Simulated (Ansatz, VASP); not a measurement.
## MgH2 in VASP and in Ansatz

Contents of INCAR:

```
SYSTEM = MgH2
PREC = Accurate
ENCUT = 600
EDIFF = 1E-7
ISMEAR = 0
SIGMA = 0.1
LREAL = .FALSE.
LASPH = .TRUE.
NELM = 60
ALGO = Normal
ISIF = 3
LWAVE = .FALSE.
LCHARG = .FALSE.
GGA = PE
IBRION = 2
NSW = 90
EDIFFG = -0.04
```

The input KPOINTS:

```
regular mesh
0
G
  6 6 4
  0 0 0
```

File POSCAR:

```
MgH2
1.0
    2.2479461100     -2.3055819800      0.0000000000
    2.2479461100      2.3055819800      0.0000000000
    0.0000000000      0.0000000000      4.8470947400
Mg H
2 4
Direct
    0.0961728700      0.0961728700      0.0000000000
    0.9038271300      0.9038271300      0.5000000000
    0.4072456500      0.0641537300      0.6692364300
    0.5927543500      0.9358462700      0.1692364300
    0.9358462700      0.5927543500      0.8307635700
    0.0641537300      0.4072456500      0.3307635700
```

Input for Ansatz:

```yaml
crystal:
  lattice:
    - [2.24794611, -2.30558198, 0.0]
    - [2.24794611, 2.30558198, 0.0]
    - [0.0, 0.0, 4.84709474]
  atoms:
    - { symbol: Mg, position: [0.09617287, 0.09617287, 0.0] }
    - { symbol: Mg, position: [0.90382713, 0.90382713, 0.5] }
    - { symbol: H, position: [0.40724565, 0.06415373, 0.66923643] }
    - { symbol: H, position: [0.59275435, 0.93584627, 0.16923643] }
    - { symbol: H, position: [0.93584627, 0.59275435, 0.83076357] }
    - { symbol: H, position: [0.06415373, 0.40724565, 0.33076357] }
basis:
  ecutwfc: 420
kpoints:
  mp_grid: { grid: [6, 6, 4] }
hamiltonian:
  xc: pbe
scf:
  occupations: { method: gaussian, width: 0.1 }
  lower_state_search: "off"
output:
  forces: true
  stress: true
  eigenvalues: true
relax:
  adjacent_minimum: "off"
  f_tol: 0.04
  max_steps: 70
  cell: { stress_tol: 0.4 }
```

Alike in both runs: task relaxation of cell and atoms; functional PBE; k mesh 6 × 6 × 4; occupations gaussian, width 0.1 eV; no spin polarisation.

|  | VASP | Ansatz |
| --- | --- | --- |
| version | VASP 6.6.1 | Ansatz 0.2.0 |
| potentials or method | VASP PAW PBE potentials, release 64 (Mg, H), cutoff 600 eV | scalar-relativistic, plane waves, PAW |
| valence electrons in the cell | 8 | 24 |

Ansatz gave:

```
gap on the k mesh at the Fermi level, each at its own relaxed structure (eV) : 1.79
relaxed volume (Å³/atom)                                                     : 11.01
relaxed cell length with the largest relative difference (Å)                 : 6.195
```

Task: Which values does VASP return?

Result: gap on the k mesh at the Fermi level, each at its own relaxed structure (eV): 1.69; relaxed volume (Å³/atom): 10.12; relaxed cell length with the largest relative difference (Å): 5.659.

One of these differences is far larger than is usual between the two programs; its cause wasn't traced. VASP's potentials hold 8 valence electrons a cell and Ansatz's 24, so a difference there can come from the potentials and not from the codes.

Noted on VASP's run: the volume moved by over 15 % at a fixed basis, so the end points are rough.
